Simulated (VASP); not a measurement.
# CdS5 (P2_12_12) in VASP: single point with PBE

Aim: the single point of CdS5 with PBE.

Program: VASP 6.6.1. These are calculated values, not measurements. Logs are shortened: lines on timing, memory, paths and dates and some standing lists are left out, and cuts for length are marked.

## 1. The cell of the first run

Symmetry: P2_12_12, No. 18, orthorhombic system. Conventional cell: a = 4.578 Å, b = 5.061 Å, c = 15.872 Å, α = 90.00°, β = 90.00°, γ = 90.00°. Cd (site symmetry 2) has 4 S at 2.59 to 2.70 Å and 4 Cd at 3.42 Å within 3.5 Å. S (site symmetry 1) has 2 S at 1.97 to 2.22 Å within 2.6 Å. Within 2.6 Å of S (site symmetry 1) lie 2 S at 1.97 to 2.22 Å. Within 3.4 Å of S (site symmetry 2) lie 4 Cd at 2.59 to 2.70 Å.

## 2. Single point, PBE

Contents of INCAR:

```
SYSTEM = CdS5
PREC     = Accurate       ! precision mode
ENCUT    = 630            ! plane-wave cutoff, eV
EDIFF    = 1E-6           ! SCF threshold, eV
ISMEAR   = 0              ! smearing method
SIGMA    = 0.2            ! smearing width, eV
LREAL    = .False.        ! projectors in reciprocal space
LASPH    = .True.         ! aspherical terms in the spheres
NELM     = 120            ! most SCF steps
ALGO     = Normal         ! electronic algorithm
ISIF     = 2              ! what is computed and relaxed
LWAVE    = .False.        ! write WAVECAR
LCHARG   = .False.        ! write CHGCAR
GGA      = PE             ! functional
NBANDS   = 62             ! bands
GGA_COMPAT= .False.
```

Contents of KPOINTS:

```
regular mesh
0
Gamma
  4 4 2
  0 0 0
```

Contents of POSCAR:

```
CdS5
1.0
    4.5782437535      0.0000000000      0.0000000000
    0.0000000000      5.0607922510      0.0000000000
    0.0000000000      0.0000000000     15.8722551354
Cd S
2 10
Direct
    0.0000000000      0.0000000000      0.0087693057
    0.5000000000      0.5000000000     -0.0087693057
    0.4146075379      0.6788180840      0.2998257878
    0.5853924621      0.3211819160      0.2998257878
    0.9156129198      0.3205041763      0.4024653646
    0.0843870802      0.6794958237      0.4024653646
    0.9146075379      0.8211819160      0.7001742122
    0.0853924621      0.1788180840      0.7001742122
    0.4156129198      0.1794958237      0.5975346354
    0.5843870802      0.8205041763      0.5975346354
    0.5000000000      0.0000000000      0.9325666073
    0.0000000000      0.5000000000      0.0674333927
```

Potentials or basis: VASP PAW PBE potentials, release 64 (Cd_sv_GW, S).

Run with:

```bash
cat potpaw_PBE.64/Cd_sv_GW/POTCAR potpaw_PBE.64/S/POTCAR > POTCAR
mpirun -np 1 vasp_std > vasp.out
```

OUTCAR:

```text
SYSTEM = CdS5
   PREC = Accurate
   ENCUT = 630
   EDIFF = 1E-6
   ISMEAR = 0
   LREAL = .False.
   LASPH = .True.
   NELM = 120
   ISIF = 2
   GGA = PE

 ion  position               nearest neighbor table
   1  0.000  0.000  0.009-  11 2.59  11 2.59  12 2.70  12 2.70
   2  0.500  0.500  0.991-  12 2.59  12 2.59  11 2.70  11 2.70
   3  0.415  0.679  0.300-   4 1.97   6 2.22
   4  0.585  0.321  0.300-   3 1.97   5 2.22
   5  0.916  0.321  0.402-   6 1.97   4 2.22
   6  0.084  0.679  0.402-   5 1.97   3 2.22
   7  0.915  0.821  0.700-   8 1.97  10 2.22
   8  0.085  0.179  0.700-   7 1.97   9 2.22
   9  0.416  0.179  0.598-  10 1.97   8 2.22
  10  0.584  0.821  0.598-   9 1.97   7 2.22
  11  0.500  0.000  0.933-   1 2.59   1 2.59   2 2.70   2 2.70
  12  0.000  0.500  0.067-   2 2.59   2 2.59   1 2.70   1 2.70

  LATTYP: Found a simple orthorhombic cell.
 ALAT       =     4.5782437535
 B/A-ratio  =     1.1054003508
 C/A-ratio  =     3.4668873022

  Lattice vectors:

 A1 = (   4.5782437535,   0.0000000000,   0.0000000000)
 A2 = (   0.0000000000,   5.0607922510,   0.0000000000)
 A3 = (   0.0000000000,   0.0000000000,  15.8722551354)

Analysis of symmetry for initial positions (statically):
=====================================================================
 Subroutine PRICEL returns:
 Original cell was already a primitive cell.

 Routine SETGRP: Setting up the symmetry group for a
 simple orthorhombic supercell.

 Subroutine GETGRP returns: Found  4 space group operations
 (whereof  2 operations were pure point group operations)
 out of a pool of  8 trial point group operations.

The static configuration has the point symmetry C_2 .
 The point group associated with its full space group is D_2 .

Analysis of symmetry for dynamics (positions and initial velocities):
=====================================================================
 Subroutine PRICEL returns:
 Original cell was already a primitive cell.

 Routine SETGRP: Setting up the symmetry group for a
 simple orthorhombic supercell.

 Subroutine GETGRP returns: Found  4 space group operations
 (whereof  2 operations were pure point group operations)
 out of a pool of  8 trial point group operations.

The dynamic configuration has the point symmetry C_2 .
 The point group associated with its full space group is D_2 .

 Subroutine INISYM returns: Found  4 space group operations
 (whereof  2 operations are pure point group operations),
[... 120 lines left out ...]
   NELECT =     100.0000    total number of electrons
   NUPDOWN=      -1.0000    fix difference up-down
   EMIN   =  10.00;   EMAX   =-10.00  energy-range for DOS
   EFERMI =   0.00;   METHOD = LEGACY
   ISMEAR =     0;   SIGMA  =   0.20  broadening in eV -4-tet -1-fermi 0-gaus
   EFERMI_NEDOS =   21; number of points for ismear=-14 and -15
   IALGO  =     38    algorithm
   IMIX   =      4    mixing-type and parameters
     AMIX     =   0.40;   BMIX     =  1.00
     AMIX_MAG =   1.60;   BMIX_MAG =  1.00
  volume/ion in A,a.u.               =      30.65       206.81
  Fermi-wavevector in a.u.,A,eV,Ry     =   1.060611  2.004264 15.305136  1.124896
  Thomas-Fermi vector in A             =   2.195998
   LORBIT       =      0    0 simple, 1 ext, 2 COOP (PROOUT), +10 PAW based schemes
   GGA     = PE    functional components
   LHFCALC =     F    Hartree Fock is set to
   AEXX    =    0.0000 exact exchange contribution
   IVDW    =     0    specifies the selected vdW correction
   LEPSILON=     F    determine dielectric tensor
   LRPA    =     F    only Hartree local field effects (RPA)
 non-spin polarized calculation
 Gauss-broadening in eV      SIGMA  =   0.20
  energy-cutoff  :      630.00
  volume of cell :      367.75
 maximum number of plane-waves:     13240
 NGX is ok and might be reduce to    40
   NGX = 19   NGY = 21   NGZ = 65

 number of electron     100.0000000 magnetization

 number of electron      99.9999992 magnetization

 Free energy of the ion-electron system (eV)
  ---------------------------------------------------
  ext. energy  EPLUGINS =         0.00000000
  ---------------------------------------------------
  free energy    TOTEN  =       -43.93769822 eV

  energy without entropy =      -43.93769388  energy(sigma->0) =      -43.93769605

 E-fermi :   1.7714     XC(G=0):  -7.5911

 val. band max:        1.1808419584   @ k =   0.0000   0.5000   0.5000
 cond. band min:       2.3403272415   @ k =   0.0000   0.0000   0.0000
 fundamental gap:      1.1594852831
 Fermi energy:         1.7714246210

 k-point     1 :       0.0000    0.0000    0.0000
  band No.  band energies     occupation
      1    -100.7186      2.00000
      2    -100.7182      2.00000
      3     -61.8318      2.00000
      4     -61.8311      2.00000
      5     -61.7647      2.00000
      6     -61.7591      2.00000
[... 1159 lines left out ...]
     61       5.9924      0.00000
     62       5.9924      0.00000

------------------------ aborting loop because EDIFF is reached ----------------------------------------

  FORCE on cell =-STRESS in cart. coord.  units (eV):
  Direction    XX          YY          ZZ          XY          YZ          ZX
  --------------------------------------------------------------------------------------
  -------------------------------------------------------------------------------------
  Total       -0.5297135     -0.3966199      0.0421560      0.0000000      0.0000000      0.0000000
  in kB       -2.3077860     -1.7279413      0.1836597      0.0000000      0.0000000      0.0000000
  external PRESSURE =      -1.2840225 kB  Pullay stress =       0.0000000 kB

 VOLUME and BASIS-vectors are now :
 -----------------------------------------------------------------------------
  energy-cutoff  :      630.00
  volume of cell :      367.75
      direct lattice vectors                 reciprocal lattice vectors
     4.578243753  0.000000000  0.000000000     0.218424368  0.000000000  0.000000000
     0.000000000  5.060792251  0.000000000     0.000000000  0.197597520  0.000000000
     0.000000000  0.000000000 15.872255135     0.000000000  0.000000000  0.063003020

 POSITION                                       TOTAL-FORCE (eV/Angst)
 -----------------------------------------------------------------------------------
      0.00000      0.00000      0.13919         0.000000      0.000000      0.006958
      2.28912      2.53040     15.73307         0.000000      0.000000     -0.006958
      1.89817      3.43536      4.75891         0.042696     -0.147824      0.053796
      2.68007      1.62543      4.75891        -0.042696      0.147824      0.053796
      4.19190      1.62201      6.38803         0.018588      0.169189     -0.053687
      0.38634      3.43879      6.38803        -0.018588     -0.169189     -0.053687
      4.18730      4.15583     11.11334         0.042696      0.147824     -0.053796
      0.39095      0.90496     11.11334        -0.042696     -0.147824     -0.053796
      1.90278      0.90839      9.48422         0.018588     -0.169189      0.053687
      2.67547      4.15240      9.48422        -0.018588      0.169189      0.053687
      2.28912      0.00000     14.80194         0.000000      0.000000      0.000726
      0.00000      2.53040      1.07032         0.000000      0.000000     -0.000726
 -----------------------------------------------------------------------------------
    total drift:                               -0.000000     -0.000000     -0.000000

  FREE ENERGIE OF THE ION-ELECTRON SYSTEM (eV)
  ---------------------------------------------------
  free  energy   TOTEN  =       -43.9376982207 eV

  energy  without entropy=      -43.9376938847  energy(sigma->0) =      -43.93769605
```

Wall time 10 min (1 thread of Intel Xeon Platinum 8488C (Sapphire Rapids), shared host); peak memory 0.81 GiB.

Results:

- Free energy: -43.9377 eV
- Pressure: -0.1 GPa
- Largest force: 0.178 eV/Å
- Band gap on the k mesh: 1.16 eV (least direct gap 1.65 eV)

Forces in eV/Å, atoms in the order of the input:
```
Cd   0.000  0.000  0.007
Cd   0.000  0.000 -0.007
S    0.043 -0.148  0.054
S   -0.043  0.148  0.054
S    0.019  0.169 -0.054
S   -0.019 -0.169 -0.054
S    0.043  0.148 -0.054
S   -0.043 -0.148 -0.054
S    0.019 -0.169  0.054
S   -0.019  0.169  0.054
S    0.000  0.000  0.001
S    0.000  0.000 -0.001
```

A k mesh can miss the band edges.
